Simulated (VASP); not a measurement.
# PbF2 (Fm-3m) in VASP: notebook

Runs on PbF2. Level: PBE. Tasks: single point, relaxation of cell and atoms.

Program: VASP 6.6.1. These are calculated values, not measurements. Logs are shortened: lines on timing, memory, paths and dates and some standing lists are left out, and cuts for length are marked.

### 1 The cell of the first run

The structure is cubic, space group Fm-3m (No. 225). The conventional cell has a = 6.000 Å, b = 6.000 Å, c = 6.000 Å, α = 90.00°, β = 90.00°, γ = 90.00°. Within 3.4 Å of Pb (site symmetry m-3m) lie 8 F at 2.60 Å. F (site symmetry -43m) has 4 Pb at 2.60 Å and 6 F at 3.00 Å within 3.4 Å.

### 2 Single point, PBE

INCAR reads:

```
PREC = Accurate
ENCUT = 520
EDIFF = 1E-6
ISMEAR = 0
SIGMA = 0.02
LREAL = False
LASPH = True
NELM = 60
ALGO = Normal
ISIF = 2
LWAVE = False
LCHARG = True
GGA = PE
LELF = True
LVHAR = True
NBANDS = 21
```

KPOINTS reads:

```
regular mesh
0
Gamma
  8 8 8
```

POSCAR reads:

```
PbF2
1.0
    0.0000000000      3.0000716021      3.0000716021
    3.0000716021      0.0000000000      3.0000716021
    3.0000716021      3.0000716021      0.0000000000
Pb F
1 2
Direct
    0.0000000000      0.0000000000      0.0000000000
    0.2500000000      0.2500000000      0.2500000000
    0.7500000000      0.7500000000      0.7500000000
```

Potentials or basis: VASP PAW PBE potentials, release 64 (Pb_d, F).

Launch:

```sh
cat potpaw_PBE.64/Pb_d/POTCAR potpaw_PBE.64/F/POTCAR > POTCAR
mpirun -np 1 vasp_std > vasp.out
```

OUTCAR:

```text
PREC = Accurate
   ENCUT = 520
   EDIFF = 1E-6
   ISMEAR = 0
   LREAL = False
   LASPH = True
   NELM = 60
   ISIF = 2
   GGA = PE

 ion  position               nearest neighbor table
   1  0.000  0.000  0.000-   3 2.60   3 2.60   3 2.60   2 2.60   2 2.60   2 2.60   3 2.60   2 2.60

   2  0.250  0.250  0.250-   1 2.60   1 2.60   1 2.60   1 2.60
   3  0.750  0.750  0.750-   1 2.60   1 2.60   1 2.60   1 2.60

  LATTYP: Found a face centered cubic cell.
 ALAT       =     6.0001432042

  Lattice vectors:

 A1 = (   0.0000000000,   3.0000716021,   3.0000716021)
 A2 = (   3.0000716021,   0.0000000000,   3.0000716021)
 A3 = (   3.0000716021,   3.0000716021,   0.0000000000)

Analysis of symmetry for initial positions (statically):
=====================================================================
 Subroutine PRICEL returns:
 Original cell was already a primitive cell.

 Routine SETGRP: Setting up the symmetry group for a
 face centered cubic supercell.

 Subroutine GETGRP returns: Found 48 space group operations
 (whereof 48 operations were pure point group operations)
 out of a pool of 48 trial point group operations.

The static configuration has the point symmetry O_h .

Analysis of symmetry for dynamics (positions and initial velocities):
=====================================================================
 Subroutine PRICEL returns:
 Original cell was already a primitive cell.

 Routine SETGRP: Setting up the symmetry group for a
 face centered cubic supercell.

 Subroutine GETGRP returns: Found 48 space group operations
 (whereof 48 operations were pure point group operations)
 out of a pool of 48 trial point group operations.

The dynamic configuration has the point symmetry O_h .

 Subroutine INISYM returns: Found 48 space group operations
 (whereof 48 operations are pure point group operations),
 and found     1 'primitive' translations

----------------------------------------------------------------------------------------

                                     Primitive cell

  volume of cell :      54.0039

  direct lattice vectors                    reciprocal lattice vectors
     0.000000000  3.000071602  3.000071602    -0.166662689  0.166662689  0.166662689
     3.000071602  0.000000000  3.000071602     0.166662689 -0.166662689  0.166662689
     3.000071602  3.000071602  0.000000000     0.166662689  0.166662689 -0.166662689

  length of vectors
     4.242741948  4.242741948  4.242741948     0.288668245  0.288668245  0.288668245

  position of ions in fractional coordinates (direct lattice)
     0.000000000  0.000000000  0.000000000
     0.250000000  0.250000000  0.250000000
     0.750000000  0.750000000  0.750000000

  ion indices of the primitive-cell ions
   primitive index   ion index
                 1           1
                 2           2
                 3           3

----------------------------------------------------------------------------------------

 KPOINTS: regular mesh

Automatic generation of k-mesh.
 Grid dimensions read from file:
 generate k-points for:    8    8    8

 Generating k-lattice:

  Cartesian coordinates                     Fractional coordinates (reciprocal lattice)
    -0.020832836  0.020832836  0.020832836     0.125000000  0.000000000  0.000000000
     0.020832836 -0.020832836  0.020832836     0.000000000  0.125000000  0.000000000
     0.020832836  0.020832836 -0.020832836     0.000000000  0.000000000  0.125000000

  Length of vectors
     0.036083531  0.036083531  0.036083531

  Shift w.r.t. Gamma in fractional coordinates (k-lattice)
     0.000000000  0.000000000  0.000000000

 Subroutine IBZKPT returns following result:
 ===========================================

 Found     29 irreducible k-points:

 Following reciprocal coordinates:
            Coordinates               Weight
  0.000000  0.000000  0.000000      1.000000
  0.125000  0.000000  0.000000      8.000000
  0.250000  0.000000  0.000000      8.000000
  0.375000  0.000000  0.000000      8.000000
  0.500000  0.000000  0.000000      4.000000
  0.125000  0.125000  0.000000      6.000000
[... 16 lines left out ...]
  0.500000  0.250000  0.125000     48.000000
 -0.375000  0.250000  0.125000     24.000000
 [... further k-points ...]
   k-points           NKPTS =     29   k-points in BZ     NKDIM =     29   number of bands    NBANDS=     21
   number of dos      NEDOS =    301   number of ions     NIONS =      3
   total plane-waves  NPLWV =  32768
   dimension x,y,z NGX =    32 NGY =   32 NGZ =   32
   dimension x,y,z NGXF=    64 NGYF=   64 NGZF=   64
   ions per type =               1   2
   NGX,Y,Z   is equivalent  to a cutoff of  12.54, 12.54, 12.54 a.u.
   NGXF,Y,Z  is equivalent  to a cutoff of  25.08, 25.08, 25.08 a.u.
 SYSTEM =  unknown system
   PREC   = accura    normal or accurate (medium, high low for compatibility)
   ISTART =      0    job   : 0-new  1-cont  2-samecut
   ICHARG =      2    charge: 1-file 2-atom 10-const
   ISPIN  =      1    spin polarized calculation?
   LNONCOLLINEAR =      F non collinear calculations
   LSORBIT =      F    spin-orbit coupling
   LASPH  =      T    aspherical Exc in radial PAW
   ENCUT  =  520.0 eV  38.22 Ry    6.18 a.u.   7.89  7.89  7.89*2*pi/ulx,y,z
   NELM   =     60;   NELMIN=  2; NELMDL= -5     # of ELM steps
   EDIFF  = 0.1E-05   stopping-criterion for ELM
   LREAL  =      F    real-space projection
   EDIFFG = 0.1E-04   stopping-criterion for IOM
   NSW    =      0    number of steps for IOM
   IBRION =     -1    ionic relax: 0-MD 1-quasi-New 2-CG
   NFREE  =      0    steps in history (QN), initial steepest desc. (CG)
   ISIF   =      2    stress and relaxation
   ISYM   =      2    0-nonsym 1-usesym 2-fastsym
   POTIM  = 0.5000    time-step for ionic-motion
   TEBEG  =    0.0;   TEEND  =   0.0 temperature during run
   PSTRESS=    0.0 pullay stress
   NELECT =      28.0000    total number of electrons
   NUPDOWN=      -1.0000    fix difference up-down
   EMIN   =  10.00;   EMAX   =-10.00  energy-range for DOS
   EFERMI =   0.00;   METHOD = LEGACY
   ISMEAR =     0;   SIGMA  =   0.02  broadening in eV -4-tet -1-fermi 0-gaus
   EFERMI_NEDOS =   21; number of points for ismear=-14 and -15
   IALGO  =     38    algorithm
   IMIX   =      4    mixing-type and parameters
     AMIX     =   0.40;   BMIX     =  1.00
     AMIX_MAG =   1.60;   BMIX_MAG =  1.00
  volume/ion in A,a.u.               =      18.00       121.48
  Fermi-wavevector in a.u.,A,eV,Ry     =   1.315182  2.485334 23.534051  1.729704
  Thomas-Fermi vector in A             =   2.445383
   LORBIT       =      0    0 simple, 1 ext, 2 COOP (PROOUT), +10 PAW based schemes
   GGA     = PE    functional components
   LHFCALC =     F    Hartree Fock is set to
   AEXX    =    0.0000 exact exchange contribution
   IVDW    =     0    specifies the selected vdW correction
   LEPSILON=     F    determine dielectric tensor
   LRPA    =     F    only Hartree local field effects (RPA)
 non-spin polarized calculation
 Gauss-broadening in eV      SIGMA  =   0.02
  energy-cutoff  :      520.00
  volume of cell :       54.00
 maximum number of plane-waves:      1475
   NGX = 15   NGY = 15   NGZ = 15

 number of electron      28.0000030 magnetization

 Free energy of the ion-electron system (eV)
  ---------------------------------------------------
  ext. energy  EPLUGINS =         0.00000000
  ---------------------------------------------------
  free energy    TOTEN  =       -14.35098426 eV

  energy without entropy =      -14.35098426  energy(sigma->0) =      -14.35098426

 E-fermi :   1.6465     XC(G=0):  -9.2249

 val. band max:        1.4484079012   @ k =  -0.2500   0.5000   0.2500
 cond. band min:       5.8669807226   @ k =   0.5000   0.5000   0.0000
 fundamental gap:      4.4185728214
 Fermi energy:         1.6465411807

 k-point     1 :       0.0000    0.0000    0.0000
  band No.  band energies     occupation
      1     -19.3577      2.00000
      2     -18.7996      2.00000
      3     -12.9531      2.00000
      4     -12.9531      2.00000
      5     -12.9531      2.00000
      6     -12.9110      2.00000
[... 13 lines left out ...]
     20      16.5178      0.00000
     21      18.7078      0.00000

 k-point     2 :       0.1250    0.0000    0.0000
  band No.  band energies     occupation
      1     -19.3308      2.00000
      2     -18.8234      2.00000
      3     -12.9479      2.00000
      4     -12.9479      2.00000
      5     -12.9258      2.00000
      6     -12.9108      2.00000
[... 13 lines left out ...]
     20      16.0975      0.00000
     21      18.1861      0.00000

 k-point     3 :       0.2500    0.0000    0.0000
  band No.  band energies     occupation
      1     -19.2595      2.00000
      2     -18.8872      2.00000
      3     -12.9408      2.00000
      4     -12.9408      2.00000
      5     -12.9049      2.00000
      6     -12.9049      2.00000
[... 13 lines left out ...]
     20      15.5355      0.00000
     21      16.9663      0.00000

 k-point     4 :       0.3750    0.0000    0.0000
  band No.  band energies     occupation
      1     -19.1681      2.00000
      2     -18.9690      2.00000
      3     -12.9410      2.00000
      4     -12.9410      2.00000
      5     -12.8914      2.00000
      6     -12.8914      2.00000
[... 13 lines left out ...]
     20      15.2178      0.00000
     21      15.9149      0.00000

 k-point     5 :       0.5000    0.0000    0.0000
  band No.  band energies     occupation
      1     -19.0984      2.00000
      2     -19.0344      2.00000
      3     -12.9422      2.00000
      4     -12.9422      2.00000
      5     -12.8847      2.00000
      6     -12.8847      2.00000
[... 13 lines left out ...]
     20      15.1270      0.00000
     21      15.4843      0.00000
[... 382 lines left out ...]
     20      18.1473      0.00000
     21      18.6444      0.00000

 k-point    22 :       0.3750    0.2500    0.1250
  band No.  band energies     occupation
      1     -19.2096      2.00000
      2     -18.9290      2.00000
      3     -12.9270      2.00000
      4     -12.9198      2.00000
      5     -12.9141      2.00000
      6     -12.8879      2.00000
[... 13 lines left out ...]
     20      16.5549      0.00000
     21      17.4008      0.00000

 k-point    23 :       0.5000    0.2500    0.1250
  band No.  band energies     occupation
      1     -19.1369      2.00000
      2     -18.9924      2.00000
      3     -12.9276      2.00000
      4     -12.9188      2.00000
      5     -12.8974      2.00000
      6     -12.8675      2.00000
[... 13 lines left out ...]
     20      17.1016      0.00000
     21      17.6837      0.00000

 k-point    24 :      -0.3750    0.2500    0.1250
  band No.  band energies     occupation
      1     -19.0784      2.00000
      2     -19.0464      2.00000
      3     -12.9277      2.00000
      4     -12.9205      2.00000
      5     -12.8874      2.00000
      6     -12.8595      2.00000
[... 13 lines left out ...]
     20      17.2911      0.00000
     21      17.8334      0.00000

 [... further k-points ...]

------------------------ aborting loop because EDIFF is reached ----------------------------------------

  FORCE on cell =-STRESS in cart. coord.  units (eV):
  Direction    XX          YY          ZZ          XY          YZ          ZX
  --------------------------------------------------------------------------------------
  -------------------------------------------------------------------------------------
  Total       -0.0623592     -0.0623592     -0.0623592     -0.0000000     -0.0000000      0.0000000
  in kB       -1.8500630     -1.8500630     -1.8500630     -0.0000000     -0.0000000      0.0000000
  external PRESSURE =      -1.8500630 kB  Pullay stress =       0.0000000 kB

 VOLUME and BASIS-vectors are now :
 -----------------------------------------------------------------------------
  energy-cutoff  :      520.00
  volume of cell :       54.00
      direct lattice vectors                 reciprocal lattice vectors
     0.000000000  3.000071602  3.000071602    -0.166662689  0.166662689  0.166662689
     3.000071602  0.000000000  3.000071602     0.166662689 -0.166662689  0.166662689
     3.000071602  3.000071602  0.000000000     0.166662689  0.166662689 -0.166662689

 POSITION                                       TOTAL-FORCE (eV/Angst)
 -----------------------------------------------------------------------------------
      0.00000      0.00000      0.00000        -0.000000      0.000000     -0.000000
      1.50004      1.50004      1.50004        -0.000000     -0.000000     -0.000000
      4.50011      4.50011      4.50011         0.000000      0.000000      0.000000
 -----------------------------------------------------------------------------------
    total drift:                                0.000000     -0.000000      0.000000

  FREE ENERGIE OF THE ION-ELECTRON SYSTEM (eV)
  ---------------------------------------------------
  free  energy   TOTEN  =       -14.3509842564 eV

  energy  without entropy=      -14.3509842564  energy(sigma->0) =      -14.35098426
```

Wall time 26 s (1 thread of Intel Xeon Platinum 8259CL at 2.50GHz (Skylake/Cascade Lake), shared host); peak memory 0.18 GiB.

What came out:

- Free energy: -14.3510 eV
- Pressure: -0.2 GPa
- Band gap on the k mesh: 4.42 eV (least direct gap 4.56 eV)

Caveat: spin-orbit coupling is left out, which moves the levels of the heavy elements.

### 3 Relaxation of cell and atoms, PBE

This run uses another cell than the first one, of 17.46 Å³/atom.

INCAR reads:

```
  PREC = Accurate
  ENCUT = 600
  EDIFF = 1E-7
  ISMEAR = 0
  SIGMA = 0.02
  LREAL = False
  LASPH = True
  NELM = 100
  ALGO = Normal
  ISIF = 3
  LWAVE = False
  LCHARG = False
  GGA = PE
  IBRION = 2
  NSW = 100
  EDIFFG = -0.005
```

KPOINTS reads:

```
Automatic mesh
0
Gamma
  8 8 8
```

POSCAR reads:

```
PbF2
1.0
    0.0000000000      2.9698479669      2.9698479669
    2.9698479669      0.0000000000      2.9698479669
    2.9698479669      2.9698479669      0.0000000000
Pb F
1 2
Direct
    0.0000000000      0.0000000000      0.0000000000
    0.2500000000      0.2500000000      0.2500000000
    0.7500000000      0.7500000000      0.7500000000
```

Potentials or basis: VASP PAW PBE potentials, release 64 (Pb_d, F).

Launch:

```sh
cat potpaw_PBE.64/Pb_d/POTCAR potpaw_PBE.64/F/POTCAR > POTCAR
mpirun -np 1 vasp_std > vasp.out
```

Run time: 88 s. Hardware: 1 thread of Intel Xeon Platinum 8259CL at 2.50GHz (Skylake/Cascade Lake), shared host; peak memory 0.22 GiB.

The run converged. Its results:

* Free energy: -14.3512 eV
* Relaxed volume: 17.95 Å³/atom
* Relaxed cell: a = 4.238 Å, b = 4.238 Å, c = 4.238 Å, α = 60.00°, β = 60.00°, γ = 60.00°
* Space group after relaxing (to 0.1 Å): Fm-3m (No. 225)
* Energy gained by relaxing: 2.9 meV/atom
* Ionic steps: 3
* Pressure after relaxing: 0.0 GPa
* Band gap on the k mesh: 4.42 eV (least direct gap 4.56 eV)

Step by step:
```csv
step,energy change (eV),largest force (eV/Å),pressure (GPa),volume (Å³)
1,0.0000,0.0000,1.95,52.39
2,-0.0085,0.0000,-0.22,54.02
3,-0.0086,0.0000,0.00,53.84
```

Final structure:
```yaml
crystal:
  lattice:
    - [0.00000, 2.99703, 2.99703]
    - [2.99703, 0.00000, 2.99703]
    - [2.99703, 2.99703, 0.00000]
  atoms:
    - { symbol: Pb, position: [0.00000, 0.00000, 0.00000] }
    - { symbol: F, position: [0.25000, 0.25000, 0.25000] }
    - { symbol: F, position: [0.75000, 0.75000, 0.75000] }
```

Levels at points of the mesh, in eV from the valence-band top:
| k point | band 12 | band 13 | band 14 | band 15 | band 16 | band 17 |
| --- | --- | --- | --- | --- | --- | --- |
| (0.00, 0.00, 0.00) | -1.77 | -1.77 | -1.77 | 6.74 | 6.74 | 6.74 |
| (0.50, 0.00, 0.00) | -1.94 | -1.94 | -0.01 | 5.03 | 7.56 | 7.56 |
| (0.50, 0.50, 0.00) | -1.37 | -1.37 | -0.14 | 4.42 | 7.78 | 7.78 |

Caveat: spin-orbit coupling is left out, which moves the levels of the heavy elements.
